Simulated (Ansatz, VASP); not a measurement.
**Two plane-wave programs on Zn2O**

```
Zn O
1.0
     3.02146    0.00000    0.00000
    -1.51073    2.61666    0.00000
     0.00000    0.00000    4.62653
Zn O
2 1
Direct
  0.66667 0.33333 0.71783
  0.33333 0.66667 0.28217
  0.00000 0.00000 0.00000
```

Alike in both runs: functional PBE; k mesh 12 × 12 × 8; occupations gaussian, width 0.1 eV; no spin polarisation.

Ansatz relaxed the structure, and its values are those at the end. VASP's run is a single point on that final structure, the one shown.

```csv
,VASP,Ansatz
version,VASP 6.6.1,Ansatz 0.2.0
potentials or method,"VASP PAW PBE potentials, release 64 (Zn, O), cutoff 520 eV","scalar-relativistic, plane waves, PAW"
valence electrons in the cell,30,30
```

Ansatz gave:

* gap on the k mesh at the Fermi level (eV): none
* pressure (GPa): 0.0
* rms of the force components (eV/Å): 0.001

Q: What did VASP give for the same quantities?

A: gap on the k mesh at the Fermi level (eV): none; pressure (GPa): 0.5; rms of the force components (eV/Å): 0.018.

A gap of «none» marks a metal or a gap that the smearing closes.
